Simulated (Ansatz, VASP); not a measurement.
HfN in VASP and in Ansatz

```
Hf N
1.0
     0.00000    2.51472    2.51472
     2.51472    0.00000    2.51472
     2.51472    2.51472    0.00000
Hf N
1 1
Cartesian
  0.0000 0.0000 0.0000
  3.7721 3.7721 3.7721
```

Alike in both runs: task single point; functional PBE; k mesh 8 × 8 × 8; occupations fermi-dirac, width 0.05 eV; no spin polarisation.

|  | VASP | Ansatz |
| --- | --- | --- |
| version | VASP 6.6.1 | Ansatz 0.2.0 |
| potentials or method | VASP PAW PBE potentials, release 64 (Hf_pv, N), cutoff 520 eV | plane waves, PAW |
| valence electrons in the cell | 15 | 31 |

Ansatz gave:

* pressure (GPa): -11.4

Task: Estimate VASP's values.

Result: Pressure (GPa): -12.4.

VASP's potentials hold 15 valence electrons a cell and Ansatz's 31, so a difference there can come from the potentials and not from the codes.

Neither program's run includes spin-orbit coupling.
